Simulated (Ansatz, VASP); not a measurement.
## Two plane-wave programs on Y

```
Y
1.0
     3.50465    0.00000    0.00000
    -1.75232    3.03511    0.00000
     0.00000    0.00000   11.24559
Y
4
Direct
  0.00000 0.00000 0.00000
  0.00000 0.00000 0.50000
  0.33333 0.66667 0.25000
  0.66667 0.33333 0.75000
```

Alike in both runs: task single point; functional RPBE; k mesh 11 × 11 × 3; occupations fermi-dirac, width 0.1 eV; no spin polarisation.

|  | VASP | Ansatz |
| --- | --- | --- |
| version | VASP 6.6.1 | Ansatz 0.2.0 |
| potentials or method | VASP PAW PBE potentials, release 64 (Y_sv), cutoff 520 eV | plane waves (420 eV) with PAW, scalar-relativistic |
| valence electrons in the cell | 44 | 44 |

```tsv
	VASP	Ansatz	Ansatz less VASP
pressure (GPa)	5.4	5.6	+0.15
traceless stress, the component that is largest in VASP (GPa)	0.10	0.10	-0.006
```

VASP's potentials were made for PBE, not for RPBE. With one functional, cell and mesh, what is left measures potentials, basis and numerics.
